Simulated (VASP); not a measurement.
Here is a VASP 6.6.1 calculation.

The input INCAR:

```
SYSTEM = Sn3Se
PREC = Accurate ; ENCUT = 520
EDIFF = 1E-7 ; ISMEAR = -1
SIGMA = 0.05 ; LREAL = .FALSE.
LASPH = .TRUE. ; NELM = 80
ALGO = Normal ; ISIF = 2
LWAVE = .FALSE. ; LCHARG = .FALSE.
GGA = CA ; NBANDS = 32
```

File KPOINTS:

```
Automatic mesh
0
G
  6 6 6
  0 0 0
```

Contents of POSCAR:

```
Sn3Se
1.0
    0.0000000000      3.7080826276      3.7080826276
    3.7080826276      0.0000000000      3.7080826276
    3.7080826276      3.7080826276      0.0000000000
Sn Se
3 1
Direct
    0.5000000000      0.5000000000      0.5000000000
    0.7500000000      0.7500000000      0.7500000000
    0.2500000000      0.2500000000      0.2500000000
    0.0000000000      0.0000000000      0.0000000000
```

Potentials or basis: VASP PAW LDA potentials, release 64 (Sn_d, Se).

The run is started by

```console
$ cat potpaw_LDA.64/Sn_d/POTCAR potpaw_LDA.64/Se/POTCAR > POTCAR
$ mpirun -np 1 vasp_std > vasp.out
```

Task: What does it give for the band gap on the k mesh?

Result: Zero (band 24 reaches 7.89 eV, above the bottom of band 25 at 5.90 eV).

Task: Predict the pressure.

Result: -3.6 GPa.

Caveat: spin-orbit coupling is left out, which moves the levels of the heavy elements.
